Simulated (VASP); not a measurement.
# Sr (I4/mcm) in VASP: single point with PBE

Aim: the single point of Sr with PBE.

Everything below comes from runs of VASP 6.6.1. Logs are shortened: lines on timing, memory, paths and dates and some standing lists are left out, and cuts for length are marked.

### 1 The cell of the first run

Symmetry: I4/mcm, No. 140, tetragonal system. The conventional cell has a = 8.350 Å, b = 8.350 Å, c = 7.103 Å, α = 90.00°, β = 90.00°, γ = 90.00°. Within 5.1 Å of Sr (site symmetry m2m) lie 11 Sr at 3.87 to 4.70 Å.

### 2 Single point, PBE (Ba replaced by Sr, lengths x 0.944, strained)

File INCAR:

```
SYSTEM = Sr
  ALGO = Normal
  EDIFF = 1E-6
  ENCUT = 520
  GGA = PE
  ISIF = 2
  ISMEAR = 0
  LASPH = .TRUE.
  LCHARG = .TRUE.
  LELF = .TRUE.
  LREAL = .FALSE.
  LVHAR = .TRUE.
  LWAVE = .FALSE.
  NBANDS = 28
  NELM = 100
  PREC = Accurate
  SIGMA = 0.1
```

File KPOINTS:

```
k-points
0
G
  4 4 4
  0 0 0
```

File POSCAR:

```
Sr
1.0
   -4.1752198335      4.1752198335      3.5516218509
    4.1752198335     -4.1752198335      3.5516218509
    4.1752198335      4.1752198335     -3.5516218509
Sr
4
Direct
    0.8155746683      0.6844253317      0.5000000000
    0.1844253317      0.3155746683      0.5000000000
    0.3155746683      0.8155746683      0.1311493366
    0.6844253317      0.1844253317      0.8688506634
```

Potentials or basis: VASP PAW PBE potentials, release 64 (Sr_sv).

Run with:

```bash
cat potpaw_PBE.64/Sr_sv/POTCAR > POTCAR
mpirun -np 1 vasp_std > vasp.out
```

OUTCAR:

```text
SYSTEM = Sr
   EDIFF = 1E-6
   ENCUT = 520
   GGA = PE
   ISIF = 2
   ISMEAR = 0
   LASPH = .TRUE.
   LREAL = .FALSE.
   NELM = 100
   PREC = Accurate

 ion  position               nearest neighbor table
   1  0.816  0.684  0.500-   2 3.87   2 3.87   3 4.32   4 4.32   4 4.32   3 4.32   2 4.36   4 4.70
                             4 4.70   3 4.70   3 4.70
   2  0.184  0.316  0.500-   1 3.87   1 3.87   3 4.32   4 4.32   4 4.32   3 4.32   1 4.36   4 4.70
                             4 4.70   3 4.70   3 4.70
   3  0.316  0.816  0.131-   4 3.87   4 3.87   1 4.32   2 4.32   1 4.32   2 4.32   4 4.36   1 4.70
                             2 4.70   2 4.70   1 4.70
   4  0.684  0.184  0.869-   3 3.87   3 3.87   2 4.32   1 4.32   1 4.32   2 4.32   3 4.36   1 4.70
                             2 4.70   1 4.70   2 4.70

  LATTYP: Found a body centered tetragonal cell.
 ALAT       =     8.3504396670
 C/A-ratio  =     0.8506430781

  Lattice vectors:

 A1 = (  -4.1752198335,   4.1752198335,   3.5516218509)
 A2 = (   4.1752198335,  -4.1752198335,   3.5516218509)
 A3 = (   4.1752198335,   4.1752198335,  -3.5516218509)

Analysis of symmetry for initial positions (statically):
=====================================================================
 Subroutine PRICEL returns:
 Original cell was already a primitive cell.

 Routine SETGRP: Setting up the symmetry group for a
 body centered tetragonal supercell.

 Subroutine GETGRP returns: Found 16 space group operations
 (whereof  8 operations were pure point group operations)
 out of a pool of 16 trial point group operations.

The static configuration has the point symmetry C_4h.
 The point group associated with its full space group is D_4h.

Analysis of symmetry for dynamics (positions and initial velocities):
=====================================================================
 Subroutine PRICEL returns:
 Original cell was already a primitive cell.

 Routine SETGRP: Setting up the symmetry group for a
 body centered tetragonal supercell.

 Subroutine GETGRP returns: Found 16 space group operations
 (whereof  8 operations were pure point group operations)
 out of a pool of 16 trial point group operations.

The dynamic configuration has the point symmetry C_4h.
 The point group associated with its full space group is D_4h.

 Subroutine INISYM returns: Found 16 space group operations
 (whereof  8 operations are pure point group operations),
 and found     1 'primitive' translations

----------------------------------------------------------------------------------------

                                     Primitive cell

  volume of cell :     247.6540

  direct lattice vectors                    reciprocal lattice vectors
    -4.175219833  4.175219833  3.551621851     0.000000000  0.119754173  0.140780753
     4.175219833 -4.175219833  3.551621851     0.119754173  0.000000000  0.140780753
     4.175219833  4.175219833 -3.551621851     0.119754173  0.119754173  0.000000000

  length of vectors
     6.890496287  6.890496287  6.890496287     0.184825005  0.184825005  0.169357976

  position of ions in fractional coordinates (direct lattice)
     0.815574668  0.684425332  0.500000000
     0.184425332  0.315574668  0.500000000
     0.315574668  0.815574668  0.131149337
     0.684425332  0.184425332  0.868850663

  ion indices of the primitive-cell ions
   primitive index   ion index
                 1           1
                 2           2
                 3           3
                 4           4

----------------------------------------------------------------------------------------

 KPOINTS: k-points

Automatic generation of k-mesh.
 Grid dimensions read from file:
 generate k-points for:    4    4    4

 Generating k-lattice:

  Cartesian coordinates                     Fractional coordinates (reciprocal lattice)
     0.000000000  0.029938543  0.035195188     0.250000000 -0.000000000  0.000000000
     0.029938543  0.000000000  0.035195188    -0.000000000  0.250000000  0.000000000
     0.029938543  0.029938543  0.000000000     0.000000000  0.000000000  0.250000000

  Length of vectors
     0.046206251  0.046206251  0.042339494

  Shift w.r.t. Gamma in fractional coordinates (k-lattice)
     0.000000000  0.000000000  0.000000000

 Subroutine IBZKPT returns following result:
 ===========================================

 Found     13 irreducible k-points:

 Following reciprocal coordinates:
            Coordinates               Weight
  0.000000  0.000000  0.000000      1.000000
  0.250000 -0.000000  0.000000      8.000000
  0.500000 -0.000000  0.000000      4.000000
  0.250000  0.250000  0.000000      8.000000
  0.500000  0.250000  0.000000     16.000000
 -0.250000  0.250000  0.000000      4.000000
  0.500000  0.500000  0.000000      2.000000
  0.250000  0.250000  0.250000      2.000000
 -0.250000  0.250000  0.250000      4.000000
  0.500000  0.500000  0.250000      4.000000
 -0.250000  0.500000  0.250000      8.000000
 -0.250000 -0.250000  0.250000      2.000000
  0.500000  0.500000  0.500000      1.000000
   k-points           NKPTS =     13   k-points in BZ     NKDIM =     13   number of bands    NBANDS=     28
   number of dos      NEDOS =    301   number of ions     NIONS =      4
   total plane-waves  NPLWV = 157464
   dimension x,y,z NGX =    54 NGY =   54 NGZ =   54
   dimension x,y,z NGXF=   108 NGYF=  108 NGZF=  108
   ions per type =               4
   NGX,Y,Z   is equivalent  to a cutoff of  13.03, 13.03, 13.03 a.u.
   NGXF,Y,Z  is equivalent  to a cutoff of  26.06, 26.06, 26.06 a.u.
 SYSTEM =  Sr
   PREC   = accura    normal or accurate (medium, high low for compatibility)
   ISTART =      0    job   : 0-new  1-cont  2-samecut
   ICHARG =      2    charge: 1-file 2-atom 10-const
   ISPIN  =      1    spin polarized calculation?
   LNONCOLLINEAR =      F non collinear calculations
   LSORBIT =      F    spin-orbit coupling
   LASPH  =      T    aspherical Exc in radial PAW
   ENCUT  =  520.0 eV  38.22 Ry    6.18 a.u.  12.81 12.81 12.81*2*pi/ulx,y,z
   NELM   =    100;   NELMIN=  2; NELMDL= -5     # of ELM steps
   EDIFF  = 0.1E-05   stopping-criterion for ELM
   LREAL  =      F    real-space projection
   EDIFFG = 0.1E-04   stopping-criterion for IOM
   NSW    =      0    number of steps for IOM
   IBRION =     -1    ionic relax: 0-MD 1-quasi-New 2-CG
   NFREE  =      0    steps in history (QN), initial steepest desc. (CG)
   ISIF   =      2    stress and relaxation
   ISYM   =      2    0-nonsym 1-usesym 2-fastsym
   POTIM  = 0.5000    time-step for ionic-motion
   TEBEG  =    0.0;   TEEND  =   0.0 temperature during run
   PSTRESS=    0.0 pullay stress
   NELECT =      40.0000    total number of electrons
   NUPDOWN=      -1.0000    fix difference up-down
   EMIN   =  10.00;   EMAX   =-10.00  energy-range for DOS
   EFERMI =   0.00;   METHOD = LEGACY
   ISMEAR =     0;   SIGMA  =   0.10  broadening in eV -4-tet -1-fermi 0-gaus
   EFERMI_NEDOS =   21; number of points for ismear=-14 and -15
   IALGO  =     38    algorithm
   IMIX   =      4    mixing-type and parameters
     AMIX     =   0.40;   BMIX     =  1.00
     AMIX_MAG =   1.60;   BMIX_MAG =  1.00
  volume/ion in A,a.u.               =      61.91       417.81
  Fermi-wavevector in a.u.,A,eV,Ry     =   0.891551  1.684788 10.814779  0.794864
  Thomas-Fermi vector in A             =   2.013386
   LORBIT       =      0    0 simple, 1 ext, 2 COOP (PROOUT), +10 PAW based schemes
   GGA     = PE    functional components
   LHFCALC =     F    Hartree Fock is set to
   AEXX    =    0.0000 exact exchange contribution
   IVDW    =     0    specifies the selected vdW correction
   LEPSILON=     F    determine dielectric tensor
   LRPA    =     F    only Hartree local field effects (RPA)
 non-spin polarized calculation
 Gauss-broadening in eV      SIGMA  =   0.10
  energy-cutoff  :      520.00
  volume of cell :      247.65
 maximum number of plane-waves:      6713
 NGX is ok and might be reduce to    54
   NGX = 25   NGY = 25   NGZ = 25

 number of electron      39.9999999 magnetization

 Free energy of the ion-electron system (eV)
  ---------------------------------------------------
  ext. energy  EPLUGINS =         0.00000000
  ---------------------------------------------------
  free energy    TOTEN  =        -5.76222184 eV

  energy without entropy =       -5.73490198  energy(sigma->0) =       -5.74856191

 E-fermi :   1.1493     XC(G=0):  -6.9725

 val. band max:        1.1467841144   @ k =  -0.2500   0.5000   0.2500
 cond. band min:       1.1513843915   @ k =   0.0000   0.0000   0.0000
 fundamental gap:      0.0046002771
 Fermi energy:         1.1492838235

 k-point     1 :       0.0000    0.0000    0.0000
  band No.  band energies     occupation
      1     -35.7094      2.00000
      2     -35.6994      2.00000
      3     -35.6862      2.00000
      4     -35.6862      2.00000
      5     -17.7837      2.00000
      6     -17.7837      2.00000
[... 20 lines left out ...]
     27       2.4465      0.00000
     28       2.8191      0.00000

 k-point     2 :       0.2500   -0.0000    0.0000
  band No.  band energies     occupation
      1     -35.7057      2.00000
      2     -35.6977      2.00000
      3     -35.6893      2.00000
      4     -35.6884      2.00000
      5     -17.7705      2.00000
      6     -17.7696      2.00000
[... 20 lines left out ...]
     27       2.7527      0.00000
     28       2.7606      0.00000

 k-point     3 :       0.5000   -0.0000    0.0000
  band No.  band energies     occupation
      1     -35.6974      2.00000
      2     -35.6974      2.00000
      3     -35.6932      2.00000
      4     -35.6932      2.00000
      5     -17.7531      2.00000
      6     -17.7531      2.00000
[... 20 lines left out ...]
     27       2.7126      0.00000
     28       2.7129      0.00000

 k-point     4 :       0.2500    0.2500    0.0000
  band No.  band energies     occupation
      1     -35.6986      2.00000
      2     -35.6954      2.00000
      3     -35.6945      2.00000
      4     -35.6928      2.00000
      5     -17.7582      2.00000
      6     -17.7351      2.00000
[... 20 lines left out ...]
     27       2.6305      0.00000
     28       2.7651      0.00000

 k-point     5 :       0.5000    0.2500    0.0000
  band No.  band energies     occupation
      1     -35.7030      2.00000
      2     -35.6994      2.00000
      3     -35.6907      2.00000
      4     -35.6881      2.00000
      5     -17.7745      2.00000
      6     -17.7685      2.00000
[... 20 lines left out ...]
     27       2.6314      0.00000
     28       2.7160      0.00000

 k-point     6 :      -0.2500    0.2500    0.0000
  band No.  band energies     occupation
      1     -35.7076      2.00000
      2     -35.7004      2.00000
      3     -35.6869      2.00000
      4     -35.6862      2.00000
      5     -17.7865      2.00000
      6     -17.7838      2.00000
[... 20 lines left out ...]
     27       2.6598      0.00000
     28       2.7758      0.00000

 k-point     7 :       0.5000    0.5000    0.0000
  band No.  band energies     occupation
      1     -35.7044      2.00000
      2     -35.7027      2.00000
      3     -35.6878      2.00000
      4     -35.6862      2.00000
      5     -17.7892      2.00000
      6     -17.7839      2.00000
[... 20 lines left out ...]
     27       2.6573      0.00000
     28       2.8821      0.00000

 k-point     8 :       0.2500    0.2500    0.2500
  band No.  band energies     occupation
      1     -35.6961      2.00000
      2     -35.6961      2.00000
      3     -35.6945      2.00000
      4     -35.6945      2.00000
      5     -17.7351      2.00000
      6     -17.7351      2.00000
[... 20 lines left out ...]
     27       2.5071      0.00000
     28       2.5071      0.00000

 k-point     9 :      -0.2500    0.2500    0.2500
  band No.  band energies     occupation
      1     -35.7061      2.00000
      2     -35.7010      2.00000
      3     -35.6884      2.00000
      4     -35.6855      2.00000
      5     -17.8002      2.00000
      6     -17.7721      2.00000
[... 20 lines left out ...]
     27       2.8621      0.00000
     28       3.0046      0.00000

 k-point    10 :       0.5000    0.5000    0.2500
  band No.  band energies     occupation
      1     -35.7036      2.00000
      2     -35.7027      2.00000
      3     -35.6894      2.00000
      4     -35.6854      2.00000
      5     -17.8069      2.00000
      6     -17.7673      2.00000
[... 20 lines left out ...]
     27       2.8018      0.00000
     28       2.8670      0.00000

 k-point    11 :      -0.2500    0.5000    0.2500
  band No.  band energies     occupation
      1     -35.7013      2.00000
      2     -35.6999      2.00000
      3     -35.6927      2.00000
      4     -35.6873      2.00000
      5     -17.7815      2.00000
      6     -17.7736      2.00000
[... 20 lines left out ...]
     27       2.8538      0.00000
     28       2.9275      0.00000

 k-point    12 :      -0.2500   -0.2500    0.2500
  band No.  band energies     occupation
      1     -35.7000      2.00000
      2     -35.6944      2.00000
      3     -35.6944      2.00000
      4     -35.6922      2.00000
      5     -17.7678      2.00000
      6     -17.7350      2.00000
[... 20 lines left out ...]
     27       2.8231      0.00000
     28       2.9094      0.00000

 k-point    13 :       0.5000    0.5000    0.5000
  band No.  band energies     occupation
      1     -35.7027      2.00000
      2     -35.7027      2.00000
      3     -35.6906      2.00000
      4     -35.6851      2.00000
      5     -17.8155      2.00000
      6     -17.7599      2.00000
[... 20 lines left out ...]
     27       2.8793      0.00000
     28       3.1333      0.00000

------------------------ aborting loop because EDIFF is reached ----------------------------------------

  FORCE on cell =-STRESS in cart. coord.  units (eV):
  Direction    XX          YY          ZZ          XY          YZ          ZX
  --------------------------------------------------------------------------------------
  -------------------------------------------------------------------------------------
  Total       -1.7886373     -1.7886373      1.1974501      0.0000000      0.0000000      0.0000000
  in kB      -11.5714416    -11.5714416      7.7468044      0.0000000      0.0000000      0.0000000
  external PRESSURE =      -5.1320263 kB  Pullay stress =       0.0000000 kB

 VOLUME and BASIS-vectors are now :
 -----------------------------------------------------------------------------
  energy-cutoff  :      520.00
  volume of cell :      247.65
      direct lattice vectors                 reciprocal lattice vectors
    -4.175219833  4.175219833  3.551621851     0.000000000  0.119754173  0.140780753
     4.175219833 -4.175219833  3.551621851     0.119754173  0.000000000  0.140780753
     4.175219833  4.175219833 -3.551621851     0.119754173  0.119754173  0.000000000

 POSITION                                       TOTAL-FORCE (eV/Angst)
 -----------------------------------------------------------------------------------
      1.54003      2.63519      3.55162        -0.299461      0.299461      0.000000
      2.63519      1.54003      0.00000         0.299461     -0.299461     -0.000000
      2.63519     -1.54003      3.55162         0.299461      0.299461     -0.000000
      1.54003      5.71525      0.00000        -0.299461     -0.299461      0.000000
 -----------------------------------------------------------------------------------
    total drift:                                0.000000      0.000000     -0.000000

  FREE ENERGIE OF THE ION-ELECTRON SYSTEM (eV)
  ---------------------------------------------------
  free  energy   TOTEN  =        -5.7622218408 eV

  energy  without entropy=       -5.7349019826  energy(sigma->0) =       -5.74856191
```

Wall time 60 s (1 thread of Intel Xeon 6975P-C (Granite Rapids), shared host); peak memory 0.41 GiB.

Results:

```
Free energy            : -5.7622 eV
Pressure               : -0.5 GPa
Largest force          : 0.424 eV/Å
Band gap on the k mesh : zero (band 20 reaches 1.27 eV, above the bottom of band 21 at 0.72 eV)
```

Forces in eV/Å, atoms in the order of the input:
```
Sr  -0.299  0.299  0.000
Sr   0.299 -0.299  0.000
Sr   0.299  0.299  0.000
Sr  -0.299 -0.299  0.000
```

Caveat: the cell differs from its parent crystal (Ba replaced by Sr, lengths x 0.944, strained).
